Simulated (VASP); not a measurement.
# MgB2 (P6/mmm) in VASP: a series of runs, part 2 of 2

VASP 6.6.1. The steps go on from the part before.

**4. Single point, r2SCAN**

This run uses another cell than the first one, of 9.29 Å³/atom.

Input file POSCAR:

```
MgB2
1.0
    3.0673030010      0.0000000000      0.0000000000
   -1.5336515005      2.6563623200      0.0000000000
    0.0000000000      0.0000000000      3.4219048947
Mg B
1 2
Direct
    0.0000000000      0.0000000000      0.0000000000
    0.3333333333      0.6666666667      0.5000000000
    0.6666666667      0.3333333333      0.5000000000
```

Input file INCAR.step1:

```
SYSTEM = MgB2
  PREC = Accurate
  ENCUT = 660
  ISMEAR = 1
  SIGMA = 0.1
  LREAL = .FALSE.
  LASPH = .TRUE.
  NELM = 120
  NBANDS = 11
  GGA = PE
  ALGO = Normal
  EDIFF = 1E-5
  LWAVE = .TRUE.
  LCHARG = .FALSE.
  GGA_COMPAT = .FALSE.
```

Input file INCAR.step2:

```
SYSTEM = MgB2
  PREC = Accurate
  ENCUT = 660
  EDIFF = 1E-6
  ISMEAR = 1
  SIGMA = 0.1
  LREAL = .FALSE.
  LASPH = .TRUE.
  NELM = 120
  ALGO = Normal
  ISIF = 2
  LWAVE = .FALSE.
  LCHARG = .TRUE.
  METAGGA = R2SCAN
  LMIXTAU = .TRUE.
  LELF = .TRUE.
  LVHAR = .TRUE.
  NBANDS = 11
  ISTART = 1
  GGA_COMPAT = .FALSE.
```

Input file KPOINTS:

```
Automatic mesh
0
G
  7 7 5
  0 0 0
```

Potentials or basis: VASP PAW PBE potentials, release 64 (Mg, B).

Started as:

```sh
$ cat potpaw_PBE.64/Mg/POTCAR potpaw_PBE.64/B/POTCAR > POTCAR
$ cp INCAR.step1 INCAR
$ mpirun -np 1 vasp_std > vasp.out
$ cp INCAR.step2 INCAR
$ mpirun -np 1 vasp_std > vasp.out
```

OUTCAR:

```text
SYSTEM = MgB2
   PREC = Accurate
   ENCUT = 660
   EDIFF = 1E-6
   ISMEAR = 1
   LREAL = .FALSE.
   LASPH = .TRUE.
   NELM = 120
   ISIF = 2
   METAGGA = R2SCAN
   ISTART = 1

 ion  position               nearest neighbor table
   1  0.000  0.000  0.000-   2 2.46   3 2.46   2 2.46   3 2.46   3 2.46   3 2.46   2 2.46   2 2.46
                             3 2.46   3 2.46   2 2.46   2 2.46
   2  0.333  0.667  0.500-   3 1.77   3 1.77   3 1.77   1 2.46   1 2.46   1 2.46   1 2.46   1 2.46
                             1 2.46
   3  0.667  0.333  0.500-   2 1.77   2 1.77   2 1.77   1 2.46   1 2.46   1 2.46   1 2.46   1 2.46
                             1 2.46

  LATTYP: Found a hexagonal cell.
 ALAT       =     3.0673030010
 C/A-ratio  =     1.1156070638

  Lattice vectors:

 A1 = (   3.0673030010,   0.0000000000,   0.0000000000)
 A2 = (  -1.5336515005,   2.6563623200,   0.0000000000)
 A3 = (   0.0000000000,   0.0000000000,   3.4219048947)

Analysis of symmetry for initial positions (statically):
=====================================================================
 Subroutine PRICEL returns:
 Original cell was already a primitive cell.

 Routine SETGRP: Setting up the symmetry group for a
 hexagonal supercell.

 Subroutine GETGRP returns: Found 24 space group operations
 (whereof 24 operations were pure point group operations)
 out of a pool of 24 trial point group operations.

The static configuration has the point symmetry D_6h.

Analysis of symmetry for dynamics (positions and initial velocities):
=====================================================================
 Subroutine PRICEL returns:
 Original cell was already a primitive cell.

 Routine SETGRP: Setting up the symmetry group for a
 hexagonal supercell.

 Subroutine GETGRP returns: Found 24 space group operations
 (whereof 24 operations were pure point group operations)
 out of a pool of 24 trial point group operations.

The dynamic configuration has the point symmetry D_6h.

 Subroutine INISYM returns: Found 24 space group operations
 (whereof 24 operations are pure point group operations),
 and found     1 'primitive' translations

----------------------------------------------------------------------------------------

                                     Primitive cell

  volume of cell :      27.8812

  direct lattice vectors                    reciprocal lattice vectors
     3.067303001  0.000000000  0.000000000     0.326019307  0.188227335  0.000000000
    -1.533651500  2.656362320  0.000000000     0.000000000  0.376454670  0.000000000
     0.000000000  0.000000000  3.421904895     0.000000000  0.000000000  0.292234890

  length of vectors
     3.067303001  3.067303001  3.421904895     0.376454670  0.376454670  0.292234890

  position of ions in fractional coordinates (direct lattice)
     0.000000000  0.000000000  0.000000000
     0.333333333  0.666666667  0.500000000
     0.666666667  0.333333333  0.500000000

  ion indices of the primitive-cell ions
   primitive index   ion index
                 1           1
                 2           2
                 3           3

[... 51 lines left out ...]
  0.285714  0.285714  0.400000     12.000000
   k-points           NKPTS =     24   k-points in BZ     NKDIM =     24   number of bands    NBANDS=     11
   number of dos      NEDOS =    301   number of ions     NIONS =      3
   total plane-waves  NPLWV =  23520
   dimension x,y,z NGX =    28 NGY =   28 NGZ =   30
   dimension x,y,z NGXF=    56 NGYF=   56 NGZF=   60
   ions per type =               1   2
   NGX,Y,Z   is equivalent  to a cutoff of  15.18, 15.18, 14.57 a.u.
   NGXF,Y,Z  is equivalent  to a cutoff of  30.35, 30.35, 29.15 a.u.
 SYSTEM =  MgB2
   PREC   = accura    normal or accurate (medium, high low for compatibility)
   ISTART =      1    job   : 0-new  1-cont  2-samecut
   ICHARG =      0    charge: 1-file 2-atom 10-const
   ISPIN  =      1    spin polarized calculation?
   LNONCOLLINEAR =      F non collinear calculations
   LSORBIT =      F    spin-orbit coupling
   LASPH  =      T    aspherical Exc in radial PAW
   ENCUT  =  660.0 eV  48.51 Ry    6.96 a.u.   6.43  6.43  7.17*2*pi/ulx,y,z
   NELM   =    120;   NELMIN=  2; NELMDL=  0     # of ELM steps
   EDIFF  = 0.1E-05   stopping-criterion for ELM
   LREAL  =      F    real-space projection
   EDIFFG = 0.1E-04   stopping-criterion for IOM
   NSW    =      0    number of steps for IOM
   IBRION =     -1    ionic relax: 0-MD 1-quasi-New 2-CG
   NFREE  =      0    steps in history (QN), initial steepest desc. (CG)
   ISIF   =      2    stress and relaxation
   ISYM   =      2    0-nonsym 1-usesym 2-fastsym
   POTIM  = 0.5000    time-step for ionic-motion
   TEBEG  =    0.0;   TEEND  =   0.0 temperature during run
   PSTRESS=    0.0 pullay stress
   NELECT =       8.0000    total number of electrons
   NUPDOWN=      -1.0000    fix difference up-down
   EMIN   =  10.00;   EMAX   =-10.00  energy-range for DOS
   EFERMI =   0.00;   METHOD = LEGACY
   ISMEAR =     1;   SIGMA  =   0.10  broadening in eV -4-tet -1-fermi 0-gaus
   EFERMI_NEDOS =   21; number of points for ismear=-14 and -15
   IALGO  =     38    algorithm
   IMIX   =      4    mixing-type and parameters
     AMIX     =   0.40;   BMIX     =  1.00
     AMIX_MAG =   1.60;   BMIX_MAG =  1.00
  volume/ion in A,a.u.               =       9.29        62.72
  Fermi-wavevector in a.u.,A,eV,Ry     =   1.079777  2.040483 15.863291  1.165919
  Thomas-Fermi vector in A             =   2.215751
   LORBIT       =      0    0 simple, 1 ext, 2 COOP (PROOUT), +10 PAW based schemes
   METAGGA = R2SCAN    functional components
   LHFCALC =     F    Hartree Fock is set to
   AEXX    =    0.0000 exact exchange contribution
   IVDW    =     0    specifies the selected vdW correction
   LEPSILON=     F    determine dielectric tensor
   LRPA    =     F    only Hartree local field effects (RPA)
 non-spin polarized calculation
 Methfessel and Paxton  Order N= 1 SIGMA  =   0.10
  energy-cutoff  :      660.00
  volume of cell :       27.88
 maximum number of plane-waves:      1095
 NGX is ok and might be reduce to    28
   NGX = 13   NGY = 13   NGZ = 15

 number of electron       8.0000000 magnetization

 Free energy of the ion-electron system (eV)
  ---------------------------------------------------
  ext. energy  EPLUGINS =         0.00000000
  ---------------------------------------------------
  free energy    TOTEN  =       -19.42569064 eV

  energy without entropy =      -19.42520919  energy(sigma->0) =      -19.42553016

 E-fermi :   5.3753     XC(G=0): -11.7192

 val. band max:        5.2869469993   @ k =   0.4286  -0.0000   0.4000
 cond. band min:       5.3949193129   @ k =   0.1429  -0.0000   0.4000
 fundamental gap:      0.1079723136
 Fermi energy:         5.3752506276

 k-point     1 :       0.0000    0.0000    0.0000
  band No.  band energies     occupation
      1      -7.9246      2.00000
      2       2.6016      2.00000
      3       5.8028     -0.00000
      4       5.8028     -0.00000
      5       8.0287      0.00000
      6      12.0704      0.00000
      7      12.0704      0.00000
      8      14.0639      0.00000
      9      16.5521      0.00000
     10      19.5265      0.00000
     11      23.3319      0.00000
[... 309 lines left out ...]
 k-point    24 :       0.2857    0.2857    0.4000
  band No.  band energies     occupation
      1      -2.6775      2.00000
      2      -0.7297      2.00000
      3       0.4068      2.00000
      4       2.5753      2.00000
      5       4.7418      2.00000
      6      10.6534      0.00000
      7      16.6201      0.00000
      8      17.1242      0.00000
      9      19.5133      0.00000
     10      21.1796      0.00000
     11      21.4283      0.00000

------------------------ aborting loop because EDIFF is reached ----------------------------------------

  FORCE on cell =-STRESS in cart. coord.  units (eV):
  Direction    XX          YY          ZZ          XY          YZ          ZX
  --------------------------------------------------------------------------------------
  -------------------------------------------------------------------------------------
  Total        0.2321544      0.2321544      0.9831794      0.0000000      0.0000000      0.0000000
  in kB       13.3406079     13.3406079     56.4977878      0.0000000      0.0000000      0.0000000
  external PRESSURE =      27.7263346 kB  Pullay stress =       0.0000000 kB

 VOLUME and BASIS-vectors are now :
 -----------------------------------------------------------------------------
  energy-cutoff  :      660.00
  volume of cell :       27.88
      direct lattice vectors                 reciprocal lattice vectors
     3.067303001  0.000000000  0.000000000     0.326019307  0.188227335  0.000000000
    -1.533651500  2.656362320  0.000000000     0.000000000  0.376454670  0.000000000
     0.000000000  0.000000000  3.421904895     0.000000000  0.000000000  0.292234890

 POSITION                                       TOTAL-FORCE (eV/Angst)
 -----------------------------------------------------------------------------------
      0.00000      0.00000      0.00000         0.000000      0.000000     -0.000000
     -0.00000      1.77091      1.71095         0.000000      0.000000      0.000000
      1.53365      0.88545      1.71095        -0.000000      0.000000     -0.000000
 -----------------------------------------------------------------------------------
    total drift:                                0.000000      0.000000     -0.000000

  FREE ENERGIE OF THE ION-ELECTRON SYSTEM (eV)
  ---------------------------------------------------
  free  energy   TOTEN  =       -19.4256906446 eV

  energy  without entropy=      -19.4252091901  energy(sigma->0) =      -19.42553016
```

It took 29 s on 1 thread of Intel Xeon 6975P-C (Granite Rapids), shared host; peak memory 0.17 GiB.

Results:

| Quantity | Value |
| --- | --- |
| Free energy | -19.4257 eV |
| Pressure | 2.8 GPa |
| Band gap on the k mesh | zero (bands 4 and 5 overlap by 1.97 eV) |

Stress tensor (GPa, compression positive):
```
1.33 0.00 0.00
0.00 1.33 0.00
0.00 0.00 5.65
```

Caveat: the k points lie up to 0.37 Å⁻¹ apart, too coarse for converged energies and pressures of a metal; the PAW data sets were made with another functional, which shifts forces and pressure a little.

**5. Summary**

```tsv
cell	k mesh	gap on the mesh (eV)	pressure (GPa)
a = 3.088, b = 3.088, c = 3.445 Å, angles 90.0, 90.0, 120.0°, 3 atoms	6 × 6 × 5	none	-0.4
a = 3.108, b = 3.108, c = 3.468 Å, angles 90.0, 90.0, 120.0°, 3 atoms	6 × 6 × 5	none	-3.5
a = 3.067, b = 3.067, c = 3.422 Å, angles 90.0, 90.0, 120.0°, 3 atoms	7 × 7 × 5	none	2.8
```

Alike in all rows: task single point; level r2SCAN; potentials or basis VASP PAW PBE potentials, release 64 (Mg, B); no spin polarisation; cutoff (eV) 660; smearing methfessel-paxton 0.1 eV.

Caveats: all runs use coarse meshes; the PAW data sets were made with another functional, which shifts forces and pressure a little.

Total energies depend on the potentials used, so only differences within one code and one set of settings carry meaning.
